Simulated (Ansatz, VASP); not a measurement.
Two plane-wave programs on CoSi

The input POSCAR:

```
CoSi
1.0
    0.0000000000      2.0751077132      2.0751077132
    2.0751077132      0.0000000000      2.0751077132
    2.0751077132      2.0751077132      0.0000000000
Co Si
1 1
Direct
    0.0000000000      0.0000000000      0.0000000000
    0.5000000000      0.5000000000      0.5000000000
```

INCAR.step1

```
PREC     = Accurate       # precision mode
ENCUT    = 660            # plane-wave cutoff, eV
ISMEAR   = -1             # smearing method
SIGMA    = 0.1            # smearing width, eV
LREAL    = False          # projectors in reciprocal space
LASPH    = True           # aspherical terms in the spheres
NELM     = 120            # most SCF steps
NBANDS   = 14             # bands
GGA      = PE             # functional
ALGO     = Normal         # electronic algorithm
EDIFF    = 1E-5           # SCF threshold, eV
LWAVE    = True           # write WAVECAR
LCHARG   = False          # write CHGCAR
GGA_COMPAT= False
```

Contents of INCAR.step2:

```
PREC     = Accurate       # precision mode
ENCUT    = 660            # plane-wave cutoff, eV
EDIFF    = 1E-6           # SCF threshold, eV
ISMEAR   = -1             # smearing method
SIGMA    = 0.1            # smearing width, eV
LREAL    = False          # projectors in reciprocal space
LASPH    = True           # aspherical terms in the spheres
NELM     = 120            # most SCF steps
ALGO     = Normal         # electronic algorithm
ISIF     = 2              # what is computed and relaxed
LWAVE    = False          # write WAVECAR
LCHARG   = True           # write CHGCAR
METAGGA  = R2SCAN         # meta-GGA
LMIXTAU  = True         
LELF     = True           # ELF
LVHAR    = True         
NBANDS   = 14             # bands
ISTART   = 1            
GGA_COMPAT= False
```

File KPOINTS:

```
regular mesh
0
Gamma
  14 14 14
```

Input for Ansatz:

```yaml
crystal:
  lattice:
    - [0.0, 2.0751077132, 2.0751077132]
    - [2.0751077132, 0.0, 2.0751077132]
    - [2.0751077132, 2.0751077132, 0.0]
  atoms:
    - { symbol: Co, position: [0.0, 0.0, 0.0] }
    - { symbol: Si, position: [0.5, 0.5, 0.5] }
kpoints:
  mp_grid: { grid: [14, 14, 14] }
scf:
  occupations: { method: fermi_dirac, width: 0.1 }
hamiltonian:
  xc: r2scan
  pseudopotentials: { kind: paw, source: ansatz }
output:
  forces: true
  stress: true
  eigenvalues: true
```

Change from the starting cell: volume scaled by 0.72, PAW files, source ansatz.

Alike in both runs: task single point; functional r2SCAN; k mesh 14 × 14 × 14; occupations fermi-dirac, width 0.1 eV; no spin polarisation.

```csv
,VASP,Ansatz
version,VASP 6.6.1,Ansatz 0.2.0
potentials or method,"VASP PAW PBE potentials, release 64 (Co, Si)","PAW with other files of Ansatz's library (source ansatz), scalar-relativistic"
plane-wave cutoff (eV),660,900
valence electrons in the cell,13,21
```

|  | VASP | Ansatz | Ansatz less VASP |
| --- | --- | --- | --- |
| pressure (GPa) | 114.7 | 112.5 | -2.25 |

VASP's potentials were made for PBE, not for r2SCAN. Both programs put the cell under a high pressure, so it lies far from rest at this level. VASP's potentials hold 13 valence electrons a cell and Ansatz's 21, so a difference there can come from the potentials and not from the codes.

Noted on VASP's run: the cell as given lies far from equilibrium.
